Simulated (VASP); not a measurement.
# Cd (Fm-3m) in VASP: notebook

The runs below take Cd through single point, with r2SCAN+D3(BJ), PBE-based screened hybrid with 25 % exact exchange.

All numbers are computed with VASP 6.6.1; they aren't measurements. Logs are shortened: lines on timing, memory, paths and dates and some standing lists are left out, and cuts for length are marked.

### 1 The cell of the first run

It takes space group Fm-3m (No. 225, cubic). Conventional cell: a = 4.436 Å, b = 4.436 Å, c = 4.436 Å, α = 90.00°, β = 90.00°, γ = 90.00°. Cd (site symmetry m-3m) has 12 Cd at 3.14 Å within 4.1 Å.

This isn't the form of Cd at room conditions, which is hcp.

### 2 Single point, r2SCAN+D3(BJ), non-collinear spin, zero start, spin-orbit coupling

POSCAR reads:

```
Cd
1.0
    0.0000000000      2.2181497500      2.2181497500
    2.2181497500      0.0000000000      2.2181497500
    2.2181497500      2.2181497500      0.0000000000
Cd
1
Direct
    0.0000000000      0.0000000000      0.0000000000
```

INCAR.step1 reads:

```
ALGO = Normal
EDIFF = 1E-5
ENCUT = 550
GGA = PE
GGA_COMPAT = False
ISMEAR = -1
LASPH = True
LCHARG = False
LNONCOLLINEAR = True
LREAL = False
LSORBIT = True
LWAVE = True
MAGMOM = 0 0 0
NBANDS = 23
NELM = 200
PREC = Accurate
SIGMA = 0.01
```

INCAR.step2 reads:

```
ALGO = Normal
EDIFF = 1E-6
ENCUT = 550
GGA_COMPAT = False
ISIF = 2
ISMEAR = -1
ISTART = 1
IVDW = 12
LASPH = True
LCHARG = False
LMIXTAU = True
LNONCOLLINEAR = True
LORBIT = 11
LORBMOM = True
LREAL = False
LSORBIT = True
LWAVE = False
MAGMOM = 0 0 0
METAGGA = R2SCAN
NBANDS = 23
NELM = 200
PREC = Accurate
SIGMA = 0.01
VDW_A1 = 0.49484001
VDW_A2 = 5.73083694
VDW_S6 = 1.0
VDW_S8 = 0.78981345
```

KPOINTS reads:

```
k-points
0
Gamma
  10 10 10
```

Potentials or basis: VASP PAW PBE potentials, release 64 (Cd).

The run is started by

```sh
$ cat potpaw_PBE.64/Cd/POTCAR > POTCAR
$ cp INCAR.step1 INCAR
$ mpirun -np 1 vasp_ncl > vasp.out
$ cp INCAR.step2 INCAR
$ mpirun -np 1 vasp_ncl > vasp.out
```

OUTCAR:

```text
EDIFF = 1E-6
   ENCUT = 550
   ISIF = 2
   ISMEAR = -1
   ISTART = 1
   IVDW = 12
   LASPH = True
   LNONCOLLINEAR = True
   LORBIT = 11
   LREAL = False
   LSORBIT = True
   METAGGA = R2SCAN
   NELM = 200
   PREC = Accurate
 IVDW          = 12

 ion  position               nearest neighbor table
   1  0.000  0.000  0.000-

  LATTYP: Found a face centered cubic cell.
 ALAT       =     4.4362995000

  Lattice vectors:

 A1 = (   0.0000000000,   2.2181497500,   2.2181497500)
 A2 = (   2.2181497500,   0.0000000000,   2.2181497500)
 A3 = (   2.2181497500,   2.2181497500,   0.0000000000)

Analysis of symmetry for initial positions (statically):
=====================================================================
 Subroutine PRICEL returns:
 Original cell was already a primitive cell.

 Routine SETGRP: Setting up the symmetry group for a
 face centered cubic supercell.

 Subroutine GETGRP returns: Found 48 space group operations
 (whereof 48 operations were pure point group operations)
 out of a pool of 48 trial point group operations.

The static configuration has the point symmetry O_h .

Analysis of symmetry for dynamics (positions and initial velocities):
=====================================================================
 Subroutine PRICEL returns:
 Original cell was already a primitive cell.

 Routine SETGRP: Setting up the symmetry group for a
 face centered cubic supercell.

 Subroutine GETGRP returns: Found 48 space group operations
 (whereof 48 operations were pure point group operations)
 out of a pool of 48 trial point group operations.

The dynamic configuration has the point symmetry O_h .

Analysis of structural, dynamic, and magnetic symmetry:
=====================================================================
 Subroutine PRICEL returns:
 Original cell was already a primitive cell.

 Routine SETGRP: Setting up the symmetry group for a
 face centered cubic supercell.

 Subroutine GETGRP returns: Found 48 space group operations
 (whereof 48 operations were pure point group operations)
 out of a pool of 48 trial point group operations.

The overall configuration has the point symmetry O_h .

 Subroutine INISYM returns: Found 48 space group operations
 (whereof 48 operations are pure point group operations),
 and found     1 'primitive' translations

----------------------------------------------------------------------------------------

                                     Primitive cell

  volume of cell :      21.8274

  direct lattice vectors                    reciprocal lattice vectors
     0.000000000  2.218149750  2.218149750    -0.225413095  0.225413095  0.225413095
     2.218149750  0.000000000  2.218149750     0.225413095 -0.225413095  0.225413095
     2.218149750  2.218149750  0.000000000     0.225413095  0.225413095 -0.225413095

  length of vectors
     3.136937460  3.136937460  3.136937460     0.390426933  0.390426933  0.390426933

  position of ions in fractional coordinates (direct lattice)
     0.000000000  0.000000000  0.000000000

  ion indices of the primitive-cell ions
   primitive index   ion index
                 1           1

----------------------------------------------------------------------------------------

 KPOINTS: k-points

Automatic generation of k-mesh.
 Grid dimensions read from file:
 generate k-points for:   10   10   10

 Generating k-lattice:

  Cartesian coordinates                     Fractional coordinates (reciprocal lattice)
    -0.022541309  0.022541309  0.022541309     0.100000000  0.000000000  0.000000000
     0.022541309 -0.022541309  0.022541309     0.000000000  0.100000000  0.000000000
     0.022541309  0.022541309 -0.022541309     0.000000000  0.000000000  0.100000000

  Length of vectors
     0.039042693  0.039042693  0.039042693

  Shift w.r.t. Gamma in fractional coordinates (k-lattice)
     0.000000000  0.000000000  0.000000000

 Subroutine IBZKPT returns following result:
 ===========================================

 Found     47 irreducible k-points:

 Following reciprocal coordinates:
            Coordinates               Weight
  0.000000  0.000000  0.000000      1.000000
  0.100000  0.000000  0.000000      8.000000
  0.200000  0.000000  0.000000      8.000000
  0.300000  0.000000  0.000000      8.000000
  0.400000  0.000000  0.000000      8.000000
  0.500000  0.000000  0.000000      4.000000
[... 16 lines left out ...]
  0.300000  0.300000  0.000000      6.000000
  0.400000  0.300000  0.000000     24.000000
 [... further k-points ...]
   k-points           NKPTS =     47   k-points in BZ     NKDIM =     47   number of bands    NBANDS=     23
   number of dos      NEDOS =    301   number of ions     NIONS =      1
   total plane-waves  NPLWV =  13824
   dimension x,y,z NGX =    24 NGY =   24 NGZ =   24
   dimension x,y,z NGXF=    48 NGYF=   48 NGZF=   48
   ions per type =               1
   NGX,Y,Z   is equivalent  to a cutoff of  12.72, 12.72, 12.72 a.u.
   NGXF,Y,Z  is equivalent  to a cutoff of  25.44, 25.44, 25.44 a.u.
 SYSTEM =  unknown system
   PREC   = accura    normal or accurate (medium, high low for compatibility)
   ISTART =      1    job   : 0-new  1-cont  2-samecut
   ICHARG =      0    charge: 1-file 2-atom 10-const
   ISPIN  =      1    spin polarized calculation?
   LNONCOLLINEAR =      T non collinear calculations
   LSORBIT =      T    spin-orbit coupling
   LASPH  =      T    aspherical Exc in radial PAW
   ENCUT  =  550.0 eV  40.42 Ry    6.36 a.u.   6.00  6.00  6.00*2*pi/ulx,y,z
   NELM   =    200;   NELMIN=  2; NELMDL=  0     # of ELM steps
   EDIFF  = 0.1E-05   stopping-criterion for ELM
   LREAL  =      F    real-space projection
   EDIFFG = 0.1E-04   stopping-criterion for IOM
   NSW    =      0    number of steps for IOM
   IBRION =     -1    ionic relax: 0-MD 1-quasi-New 2-CG
   NFREE  =      0    steps in history (QN), initial steepest desc. (CG)
   ISIF   =      2    stress and relaxation
   ISYM   =      2    0-nonsym 1-usesym 2-fastsym
   POTIM  = 0.5000    time-step for ionic-motion
   TEBEG  =    0.0;   TEEND  =   0.0 temperature during run
   PSTRESS=    0.0 pullay stress
   NELECT =      12.0000    total number of electrons
   NUPDOWN=      -1.0000    fix difference up-down
   EMIN   =  10.00;   EMAX   =-10.00  energy-range for DOS
   EFERMI =   0.00;   METHOD = LEGACY
   ISMEAR =    -1;   SIGMA  =   0.01  broadening in eV -4-tet -1-fermi 0-gaus
   EFERMI_NEDOS =   21; number of points for ismear=-14 and -15
   IALGO  =     38    algorithm
   IMIX   =      4    mixing-type and parameters
     AMIX     =   0.40;   BMIX     =  1.00
     AMIX_MAG =   1.60;   BMIX_MAG =  1.00
  volume/ion in A,a.u.               =      21.83       147.30
  Fermi-wavevector in a.u.,A,eV,Ry     =   1.341120  2.534350 24.471486  1.798604
  Thomas-Fermi vector in A             =   2.469379
   LORBIT       =     11    0 simple, 1 ext, 2 COOP (PROOUT), +10 PAW based schemes
   METAGGA = R2SCAN    functional components
   LHFCALC =     F    Hartree Fock is set to
   AEXX    =    0.0000 exact exchange contribution
   IVDW    =    12    specifies the selected vdW correction
   LEPSILON=     F    determine dielectric tensor
   LRPA    =     F    only Hartree local field effects (RPA)
  energy-cutoff  :      550.00
  volume of cell :       21.83
 maximum number of plane-waves:      1304
   NGX = 11   NGY = 11   NGZ = 11

 number of electron      12.0000003 magnetization      -0.0000000      0.0000000     -0.0000000

 number of electron      12.0000003 magnetization       0.0000000     -0.0000000      0.0000000

 Free energy of the ion-electron system (eV)
  ---------------------------------------------------
  ext. energy  EPLUGINS =         0.00000000
  ---------------------------------------------------
  free energy    TOTEN  =       -20.10382223 eV

  energy without entropy =      -20.10354044  energy(sigma->0) =      -20.10368133

 E-fermi :   2.9473     XC(G=0): -11.7641

 val. band max:        2.9328142571   @ k =  -0.4000   0.3000   0.0000
 cond. band min:       2.9773202273   @ k =  -0.4000   0.4000   0.0000
 fundamental gap:      0.0445059702
 Fermi energy:         2.9473326883

 k-point     1 :       0.0000    0.0000    0.0000
  band No.  band energies     occupation
      1      -7.0762      1.00000
      2      -7.0762      1.00000
      3      -7.0762      1.00000
      4      -7.0762      1.00000
      5      -6.5113      1.00000
      6      -6.5113      1.00000
[... 15 lines left out ...]
     22      21.7442      0.00000
     23      21.7442      0.00000

 k-point     2 :       0.1000    0.0000    0.0000
  band No.  band energies     occupation
      1      -7.0713      1.00000
      2      -7.0713      1.00000
      3      -7.0608      1.00000
      4      -7.0608      1.00000
      5      -6.4935      1.00000
      6      -6.4935      1.00000
[... 15 lines left out ...]
     22      22.4967      0.00000
     23      22.5126      0.00000

 k-point     3 :       0.2000    0.0000    0.0000
  band No.  band energies     occupation
      1      -7.1181      1.00000
      2      -7.1181      1.00000
      3      -7.0414      1.00000
      4      -7.0414      1.00000
      5      -6.4267      1.00000
      6      -6.4267      1.00000
[... 15 lines left out ...]
     22      21.9300      0.00000
     23      22.5277      0.00000
[... 495 lines left out ...]
 k-point    23 :       0.3000    0.3000    0.0000
  band No.  band energies     occupation
      1      -7.3355      1.00000
      2      -7.3355      1.00000
      3      -7.1379      1.00000
      4      -7.1379      1.00000
      5      -6.2137      1.00000
      6      -6.2137      1.00000
[... 15 lines left out ...]
     22      15.1179      0.00000
     23      28.7192      0.00000

 k-point    24 :       0.4000    0.3000    0.0000
  band No.  band energies     occupation
      1      -7.3770      1.00000
      2      -7.3770      1.00000
      3      -7.2082      1.00000
      4      -7.2082      1.00000
      5      -6.2208      1.00000
      6      -6.2208      1.00000
[... 15 lines left out ...]
     22      16.7347      0.00000
     23      28.0527      0.00000

 [... further k-points ...]

------------------------ aborting loop because EDIFF is reached ----------------------------------------

 Edisp (eV)   -0.20748

 E8    (eV) :    -0.0727

  FORCE on cell =-STRESS in cart. coord.  units (eV):
  Direction    XX          YY          ZZ          XY          YZ          ZX
  --------------------------------------------------------------------------------------
  -------------------------------------------------------------------------------------
  Total      -0.19738    -0.19738    -0.19738     0.00000    -0.00000     0.00000
  in kB     -14.48774   -14.48774   -14.48774     0.00000    -0.00000     0.00000
  external pressure =      -14.49 kB  Pullay stress =        0.00 kB

 VOLUME and BASIS-vectors are now :
 -----------------------------------------------------------------------------
  energy-cutoff  :      550.00
  volume of cell :       21.83
      direct lattice vectors                 reciprocal lattice vectors
     0.000000000  2.218149750  2.218149750    -0.225413095  0.225413095  0.225413095
     2.218149750  0.000000000  2.218149750     0.225413095 -0.225413095  0.225413095
     2.218149750  2.218149750  0.000000000     0.225413095  0.225413095 -0.225413095

 POSITION                                       TOTAL-FORCE (eV/Angst)
 -----------------------------------------------------------------------------------
      0.00000      0.00000      0.00000         0.000000     -0.000000     -0.000000
 -----------------------------------------------------------------------------------
    total drift:                               -0.000000     -0.000000     -0.000000

  FREE ENERGIE OF THE ION-ELECTRON SYSTEM (eV)
  ---------------------------------------------------
  free  energy   TOTEN  =       -20.3113033140 eV

  energy  without entropy=      -20.3110215308  energy(sigma->0) =      -20.31116242

 orbital moment (x)

 # of ion     p       d       tot
 ----------------------------------------
  1         0.000  -0.000  -0.000
 ----------------------------------------
            0.000  -0.000  -0.000

 orbital moment (y)

 # of ion     p       d       tot
 ----------------------------------------
  1         0.000   0.000   0.000
 ----------------------------------------
            0.000   0.000   0.000

 orbital moment (z)

 # of ion     p       d       tot
 ----------------------------------------
  1         0.000  -0.000  -0.000
 ----------------------------------------
            0.000  -0.000  -0.000

 Spin-Orbit-Coupling matrix elements

 Ion:    1  E_soc:     -0.0575570
 l=   1
     0.0000000    -0.0026455    -0.0026455
    -0.0026455     0.0000000    -0.0026455
    -0.0026455    -0.0026455     0.0000000
 l=   2
     0.0000000    -0.0013572     0.0000000    -0.0013572    -0.0055902
    -0.0013572     0.0000000    -0.0041926    -0.0013572    -0.0013975
     0.0000000    -0.0041926     0.0000000    -0.0041926     0.0000000
    -0.0013572    -0.0013572    -0.0041926     0.0000000    -0.0013975
    -0.0055902    -0.0013975     0.0000000    -0.0013975     0.0000000
 l=   3
     0.0000000     0.0000000     0.0000000     0.0000000     0.0000000     0.0000000     0.0000000
     0.0000000     0.0000000     0.0000000     0.0000000     0.0000000     0.0000000     0.0000000
     0.0000000     0.0000000     0.0000000     0.0000000     0.0000000     0.0000000     0.0000000
     0.0000000     0.0000000     0.0000000     0.0000000     0.0000000     0.0000000     0.0000000
     0.0000000     0.0000000     0.0000000     0.0000000     0.0000000     0.0000000     0.0000000
     0.0000000     0.0000000     0.0000000     0.0000000     0.0000000     0.0000000     0.0000000
     0.0000000     0.0000000     0.0000000     0.0000000     0.0000000     0.0000000     0.0000000

 total charge

# of ion       s       p       d       tot
------------------------------------------
    1        0.533   0.288   9.496  10.318

 magnetization (x)

# of ion       s       p       d       tot
------------------------------------------
    1        0.000   0.000   0.000   0.000

 magnetization (y)

# of ion       s       p       d       tot
------------------------------------------
    1       -0.000   0.000  -0.000  -0.000

 magnetization (z)

# of ion       s       p       d       tot
------------------------------------------
    1        0.000  -0.000  -0.000   0.000
```

It took 7.7 min on 1 thread of AMD EPYC 7R43 (Zen 3), shared host; peak memory 0.21 GiB.

What came out:

```
Free energy                                           : -20.3113 eV
Pressure                                              : -1.4 GPa
Net moment                                            : 0.00 μB per cell
Valence electrons inside the program's atomic spheres : Cd 10.32
Dispersion energy per atom                            : -0.207 eV
```

Moments on the atoms (μB; x, y, z):
```
Cd  0.00 0.00 0.00
```

Caveat: three body term missing; the PAW data sets were made with another functional, which shifts forces and pressure a little.

### 3 Single point, PBE-based screened hybrid with 25 % exact exchange

POSCAR is that of step 2.

INCAR.step1 reads:

```
SYSTEM = Cd
ALGO = Normal ; EDIFF = 1E-5
ENCUT = 400 ; GGA = PE
GGA_COMPAT = .False. ; ISIF = 2
ISMEAR = 0 ; LASPH = .True.
LREAL = .False. ; LWAVE = .True.
NBANDS = 12 ; NELM = 120
PREC = Accurate ; SIGMA = 0.025
```

INCAR.step2 reads:

```
SYSTEM = Cd
AEXX = 0.25 ; ALGO = Normal
EDIFF = 1E-6 ; ENCUT = 400
GGA = PE ; GGA_COMPAT = .False.
HFSCREEN = 0.3 ; ISIF = 2
ISMEAR = 0 ; ISTART = 1
LASPH = .True. ; LCHARG = .True.
LELF = .True. ; LHFCALC = .True.
LREAL = .False. ; LVHAR = .True.
LWAVE = .False. ; NBANDS = 12
NELM = 120 ; PREC = Accurate
PRECFOCK = Normal ; SIGMA = 0.025
```

KPOINTS reads:

```
k-points
0
Gamma
  7 7 7
  0 0 0
```

Potentials or basis: VASP PAW PBE potentials, release 64 (Cd).

The run is started by

```sh
$ cat potpaw_PBE.64/Cd/POTCAR > POTCAR
$ cp INCAR.step1 INCAR
$ mpirun -np 1 vasp_std > vasp.out
$ cp INCAR.step2 INCAR
$ mpirun -np 1 vasp_std > vasp.out
```

Run time: 19 min. Hardware: 1 thread of AMD EPYC 7R43 (Zen 3), shared host; peak memory 0.19 GiB.

It converged, with:

```yaml
Free_energy: -0.9252 eV
Pressure: 0.0 GPa
Band_gap_on_the_k_mesh: zero (bands 6 and 7 overlap by 1.51 eV)
```

Levels at points of the mesh, in eV from the Fermi level:
| k point | band 4 | band 5 | band 6 | band 7 | band 8 | band 9 |
| --- | --- | --- | --- | --- | --- | --- |
| (0.00, 0.00, 0.00) | -10.02 | -10.02 | -9.51 | 14.73 | 16.05 | 16.05 |

Caveat: the PAW data sets were made with another functional, which shifts forces and pressure a little.

The gap in the log of VASP goes by the Fermi energy; the results here count the filled bands.